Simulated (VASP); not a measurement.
# NaPd (P6/mmm) in VASP: relaxation of cell and atoms with PBE

Aim: the relaxation of cell and atoms of NaPd with PBE.

Program: VASP 6.6.1. These are calculated values, not measurements. Logs are shortened: lines on timing, memory, paths and dates and some standing lists are left out, and cuts for length are marked.

**1. The cell of the first run**

Symmetry: P6/mmm, No. 191, hexagonal system. The conventional cell has a = 2.855 Å, b = 2.855 Å, c = 5.362 Å, α = 90.00°, β = 90.00°, γ = 120.00°. Within 3.5 Å of Na (site symmetry 6/mmm) lie 2 Pd at 2.68 Å and 6 Na at 2.86 Å. Pd (site symmetry 6/mmm) has 2 Na at 2.68 Å and 6 Pd at 2.86 Å within 3.5 Å.

The cell was generated, and may not be a known phase.

**2. Relaxation of cell and atoms, PBE**

The input, INCAR:

```
PREC     = Accurate       # precision mode
ENCUT    = 600            # plane-wave cutoff, eV
EDIFF    = 1E-7           # SCF threshold, eV
ISMEAR   = 0              # smearing method
SIGMA    = 0.1            # smearing width, eV
LREAL    = F              # projectors in reciprocal space
LASPH    = T              # aspherical terms in the spheres
NELM     = 60             # most SCF steps
ALGO     = Fast           # electronic algorithm
ISIF     = 3              # what is computed and relaxed
LWAVE    = F              # write WAVECAR
LCHARG   = F              # write CHGCAR
GGA      = PE             # functional
IBRION   = 2              # ionic algorithm
NSW      = 100            # ionic steps
EDIFFG   = -0.01          # ionic threshold
```

The input, KPOINTS:

```
Automatic mesh
0
Gamma
  24 24 10
```

The input, POSCAR:

```
NaPd
1.0
    2.8554216574      0.0000000000      0.0000000000
   -1.4277108287      2.4728676938      0.0000000000
    0.0000000000      0.0000000000      5.3622828945
Na Pd
1 1
Direct
    0.0000000000      0.0000000000      0.0000000000
    0.0000000000      0.0000000000      0.5000000000
```

Potentials or basis: VASP PAW PBE potentials, release 64 (Na_pv, Pd).

Started as:

```
> cat potpaw_PBE.64/Na_pv/POTCAR potpaw_PBE.64/Pd/POTCAR > POTCAR
> mpirun -np 1 vasp_std > vasp.out
```

OUTCAR:

```text
PREC = Accurate
   ENCUT = 600
   EDIFF = 1E-7
   ISMEAR = 0
   LREAL = F
   LASPH = T
   NELM = 60
   ISIF = 3
   GGA = PE
   IBRION = 2
   NSW = 100
   EDIFFG = -0.01

 ion  position               nearest neighbor table
   1  0.000  0.000  0.000-   2 2.68   2 2.68
   2  0.000  0.000  0.500-   1 2.68   1 2.68

  LATTYP: Found a hexagonal cell.
 ALAT       =     2.8554216574
 C/A-ratio  =     1.8779303157

  Lattice vectors:

 A1 = (   2.8554216574,   0.0000000000,   0.0000000000)
 A2 = (  -1.4277108287,   2.4728676938,   0.0000000000)
 A3 = (   0.0000000000,   0.0000000000,   5.3622828945)

Analysis of symmetry for initial positions (statically):
=====================================================================
 Subroutine PRICEL returns:
 Original cell was already a primitive cell.

 Routine SETGRP: Setting up the symmetry group for a
 hexagonal supercell.

 Subroutine GETGRP returns: Found 24 space group operations
 (whereof 24 operations were pure point group operations)
 out of a pool of 24 trial point group operations.

The static configuration has the point symmetry D_6h.

Analysis of symmetry for dynamics (positions and initial velocities):
=====================================================================
 Subroutine PRICEL returns:
 Original cell was already a primitive cell.

 Routine SETGRP: Setting up the symmetry group for a
 hexagonal supercell.

 Subroutine GETGRP returns: Found 24 space group operations
 (whereof 24 operations were pure point group operations)
 out of a pool of 24 trial point group operations.

The dynamic configuration has the point symmetry D_6h.

 Subroutine INISYM returns: Found 24 space group operations
 (whereof 24 operations are pure point group operations),
 and found     1 'primitive' translations

----------------------------------------------------------------------------------------

                                     Primitive cell

  volume of cell :      37.8635

  direct lattice vectors                    reciprocal lattice vectors
     2.855421657  0.000000000  0.000000000     0.350210974  0.202194400  0.000000000
    -1.427710829  2.472867694  0.000000000     0.000000000  0.404388800  0.000000000
     0.000000000  0.000000000  5.362282894     0.000000000  0.000000000  0.186487737

  length of vectors
     2.855421657  2.855421657  5.362282894     0.404388800  0.404388800  0.186487737

  position of ions in fractional coordinates (direct lattice)
     0.000000000  0.000000000  0.000000000
     0.000000000  0.000000000  0.500000000

  ion indices of the primitive-cell ions
   primitive index   ion index
                 1           1
                 2           2

----------------------------------------------------------------------------------------

 KPOINTS: Automatic mesh

Automatic generation of k-mesh.
 Grid dimensions read from file:
 generate k-points for:   24   24   10

 Generating k-lattice:

  Cartesian coordinates                     Fractional coordinates (reciprocal lattice)
     0.014592124  0.008424767  0.000000000     0.041666667 -0.000000000  0.000000000
     0.000000000  0.016849533  0.000000000     0.000000000  0.041666667  0.000000000
     0.000000000  0.000000000  0.018648774     0.000000000  0.000000000  0.100000000

  Length of vectors
     0.016849533  0.016849533  0.018648774

  Shift w.r.t. Gamma in fractional coordinates (k-lattice)
     0.000000000  0.000000000  0.000000000

 Subroutine IBZKPT returns following result:
 ===========================================

 Found    366 irreducible k-points:

 Following reciprocal coordinates:
            Coordinates               Weight
  0.000000  0.000000  0.000000      1.000000
  0.041667  0.000000  0.000000      6.000000
  0.083333 -0.000000  0.000000      6.000000
  0.125000  0.000000  0.000000      6.000000
  0.166667  0.000000  0.000000      6.000000
  0.208333  0.000000  0.000000      6.000000
[... 16 lines left out ...]
  0.416667  0.041667  0.000000     12.000000
  0.458333  0.041667  0.000000     12.000000
 [... further k-points ...]
   k-points           NKPTS =    366   k-points in BZ     NKDIM =    366   number of bands    NBANDS=     12
   number of dos      NEDOS =    301   number of ions     NIONS =      2
   total plane-waves  NPLWV =  27648
   dimension x,y,z NGX =    24 NGY =   24 NGZ =   48
   dimension x,y,z NGXF=    48 NGYF=   48 NGZF=   96
   ions per type =               1   1
   NGX,Y,Z   is equivalent  to a cutoff of  13.97, 13.97, 14.88 a.u.
   NGXF,Y,Z  is equivalent  to a cutoff of  27.95, 27.95, 29.76 a.u.
 SYSTEM =  unknown system
   PREC   = accura    normal or accurate (medium, high low for compatibility)
   ISTART =      0    job   : 0-new  1-cont  2-samecut
   ICHARG =      2    charge: 1-file 2-atom 10-const
   ISPIN  =      1    spin polarized calculation?
   LNONCOLLINEAR =      F non collinear calculations
   LSORBIT =      F    spin-orbit coupling
   LASPH  =      T    aspherical Exc in radial PAW
   ENCUT  =  600.0 eV  44.10 Ry    6.64 a.u.   5.70  5.70 10.71*2*pi/ulx,y,z
   NELM   =     60;   NELMIN=  2; NELMDL= -5     # of ELM steps
   EDIFF  = 0.1E-06   stopping-criterion for ELM
   LREAL  =      F    real-space projection
   EDIFFG = -.1E-01   stopping-criterion for IOM
   NSW    =    100    number of steps for IOM
   IBRION =      2    ionic relax: 0-MD 1-quasi-New 2-CG
   NFREE  =      1    steps in history (QN), initial steepest desc. (CG)
   ISIF   =      3    stress and relaxation
   ISYM   =      2    0-nonsym 1-usesym 2-fastsym
   POTIM  = 0.5000    time-step for ionic-motion
   TEBEG  =    0.0;   TEEND  =   0.0 temperature during run
   PSTRESS=    0.0 pullay stress
   NELECT =      17.0000    total number of electrons
   NUPDOWN=      -1.0000    fix difference up-down
   EMIN   =  10.00;   EMAX   =-10.00  energy-range for DOS
   EFERMI =   0.00;   METHOD = LEGACY
   ISMEAR =     0;   SIGMA  =   0.10  broadening in eV -4-tet -1-fermi 0-gaus
   EFERMI_NEDOS =   21; number of points for ismear=-14 and -15
   IALGO  =     68    algorithm
   IMIX   =      4    mixing-type and parameters
     AMIX     =   0.40;   BMIX     =  1.00
     AMIX_MAG =   1.60;   BMIX_MAG =  1.00
  volume/ion in A,a.u.               =      18.93       127.76
  Fermi-wavevector in a.u.,A,eV,Ry     =   1.253577  2.368916 21.380931  1.571454
  Thomas-Fermi vector in A             =   2.387423
   LORBIT       =      0    0 simple, 1 ext, 2 COOP (PROOUT), +10 PAW based schemes
   GGA     = PE    functional components
   LHFCALC =     F    Hartree Fock is set to
   AEXX    =    0.0000 exact exchange contribution
   IVDW    =     0    specifies the selected vdW correction
   LEPSILON=     F    determine dielectric tensor
   LRPA    =     F    only Hartree local field effects (RPA)
 conjugate gradient relaxation of ions
 non-spin polarized calculation
 RMM-DIIS sequential band-by-band and
 Gauss-broadening in eV      SIGMA  =   0.10
  energy-cutoff  :      600.00
  volume of cell :       37.86
 maximum number of plane-waves:      1281
 NGX is ok and might be reduce to    24
   NGX = 11   NGY = 11   NGZ = 21

--------------------------------------- Ionic step        1  -------------------------------------------

 number of electron      16.9999997 magnetization

 Free energy of the ion-electron system (eV)
  ---------------------------------------------------
  ext. energy  EPLUGINS =         0.00000000
  ---------------------------------------------------
  free energy    TOTEN  =        -6.25237821 eV

  energy without entropy =       -6.24632169  energy(sigma->0) =       -6.24934995

------------------------ aborting loop because EDIFF is reached ----------------------------------------

  FORCE on cell =-STRESS in cart. coord.  units (eV):
  Direction    XX          YY          ZZ          XY          YZ          ZX
  --------------------------------------------------------------------------------------
  -------------------------------------------------------------------------------------
  Total        0.0354877      0.0354877     -0.0112516      0.0000000     -0.0000000      0.0000000
  in kB        1.5016456      1.5016456     -0.4761045      0.0000000     -0.0000000      0.0000000
  external PRESSURE =       0.8423956 kB  Pullay stress =       0.0000000 kB

 VOLUME and BASIS-vectors are now :
 -----------------------------------------------------------------------------
  energy-cutoff  :      600.00
  volume of cell :       37.86
      direct lattice vectors                 reciprocal lattice vectors
     2.855421657  0.000000000  0.000000000     0.350210974  0.202194400  0.000000000
    -1.427710829  2.472867694  0.000000000     0.000000000  0.404388800  0.000000000
     0.000000000  0.000000000  5.362282894     0.000000000  0.000000000  0.186487737

 POSITION                                       TOTAL-FORCE (eV/Angst)
 -----------------------------------------------------------------------------------
      0.00000      0.00000      0.00000         0.000000      0.000000      0.000000
      0.00000      0.00000      2.68114        -0.000000      0.000000      0.000000
 -----------------------------------------------------------------------------------
    total drift:                                0.000000      0.000000      0.000000

  FREE ENERGIE OF THE ION-ELECTRON SYSTEM (eV)
  ---------------------------------------------------
  free  energy   TOTEN  =        -6.2523782120 eV

  energy  without entropy=       -6.2463216949  energy(sigma->0) =       -6.24934995

--------------------------------------- Ionic step        2  -------------------------------------------

 number of electron      16.9999996 magnetization

 Free energy of the ion-electron system (eV)
  ---------------------------------------------------
  ext. energy  EPLUGINS =         0.00000000
  ---------------------------------------------------
  free energy    TOTEN  =        -6.25241370 eV

  energy without entropy =       -6.24636814  energy(sigma->0) =       -6.24939092

 E-fermi :   4.6346     XC(G=0): -10.0023

 val. band max:        4.6304284726   @ k =   0.2083   0.1667   0.2000
 cond. band min:       4.6356132077   @ k =   0.4583   0.0417   0.3000
 fundamental gap:      0.0051847352
 Fermi energy:         4.6345773214

 k-point     1 :       0.0000    0.0000    0.0000
  band No.  band energies     occupation
      1     -20.2477      2.00000
      2     -20.2260      2.00000
      3     -20.2260      2.00000
      4      -0.5687      2.00000
      5       1.2962      2.00000
      6       2.6334      2.00000
      7       2.6334      2.00000
      8       3.9090      2.00000
      9       3.9090      2.00000
     10       5.0100      0.00000
     11       6.8106      0.00000
     12      20.4055      0.00000

 k-point     2 :       0.0417    0.0000    0.0000
  band No.  band energies     occupation
      1     -20.2467      2.00000
      2     -20.2318      2.00000
      3     -20.2273      2.00000
      4      -0.5173      2.00000
      5       1.3236      2.00000
      6       2.6126      2.00000
      7       2.6638      2.00000
      8       3.7786      2.00000
      9       3.9019      2.00000
     10       5.1665      0.00000
     11       6.8395      0.00000
     12      20.4611      0.00000
[... 316 lines left out ...]
 k-point    24 :       0.4583    0.0417    0.0000
  band No.  band energies     occupation
      1     -20.5480      2.00000
      2     -20.3000      2.00000
      3     -20.1903      2.00000
      4       0.9569      2.00000
      5       1.6832      2.00000
      6       2.9099      2.00000
      7       3.4795      2.00000
      8       4.6121      1.24993
      9       5.8218      0.00000
     10       8.8394      0.00000
     11      10.7732      0.00000
     12      10.9939      0.00000

 [... further k-points ...]

------------------------ aborting loop because EDIFF is reached ----------------------------------------

  FORCE on cell =-STRESS in cart. coord.  units (eV):
  Direction    XX          YY          ZZ          XY          YZ          ZX
  --------------------------------------------------------------------------------------
  -------------------------------------------------------------------------------------
  Total        0.0091181      0.0091181      0.0011961     -0.0000000      0.0000000      0.0000000
  in kB        0.3852739      0.3852739      0.0505405     -0.0000000      0.0000000      0.0000000
  external PRESSURE =       0.2736961 kB  Pullay stress =       0.0000000 kB

 VOLUME and BASIS-vectors are now :
 -----------------------------------------------------------------------------
  energy-cutoff  :      600.00
  volume of cell :       37.92
      direct lattice vectors                 reciprocal lattice vectors
     2.857865927  0.000000000  0.000000000     0.349911446  0.202021468  0.000000000
    -1.428932964  2.474984494  0.000000000     0.000000000  0.404042935  0.000000000
     0.000000000 -0.000000000  5.360827558     0.000000000 -0.000000000  0.186538364

 POSITION                                       TOTAL-FORCE (eV/Angst)
 -----------------------------------------------------------------------------------
      0.00000      0.00000      0.00000        -0.000000     -0.000000      0.000000
      2.85787     -0.00000      2.68041         0.000000      0.000000      0.000000
 -----------------------------------------------------------------------------------
    total drift:                                0.000000     -0.000000     -0.000000

  FREE ENERGIE OF THE ION-ELECTRON SYSTEM (eV)
  ---------------------------------------------------
  free  energy   TOTEN  =        -6.2524136997 eV

  energy  without entropy=       -6.2463681432  energy(sigma->0) =       -6.24939092

 reached required accuracy - stopping structural energy minimisation
```

Run time: 2.1 min. Hardware: 1 thread of Intel Xeon Platinum 8559C (Emerald Rapids), shared host; peak memory 0.35 GiB.

What came out:

```
Free energy                           : -6.2524 eV
Relaxed volume                        : 18.96 Å³/atom
Relaxed cell                          : a = 2.858 Å, b = 2.858 Å, c = 5.361 Å, α = 90.00°, β = 90.00°, γ = 120.00°
Space group after relaxing (to 0.1 Å) : P6/mmm (No. 191)
Energy gained by relaxing             : 0.0 meV/atom
Ionic steps                           : 2
Pressure after relaxing               : 0.0 GPa
Band gap on the k mesh                : zero (an odd number of electrons rules out a gap without spin polarisation)
```

Final structure:
```
Na Pd
1.0
     2.85787    0.00000    0.00000
    -1.42893    2.47498    0.00000
     0.00000    0.00000    5.36083
Na Pd
1 1
Direct
  0.00000 0.00000 0.00000
  0.00000 0.00000 0.50000
```
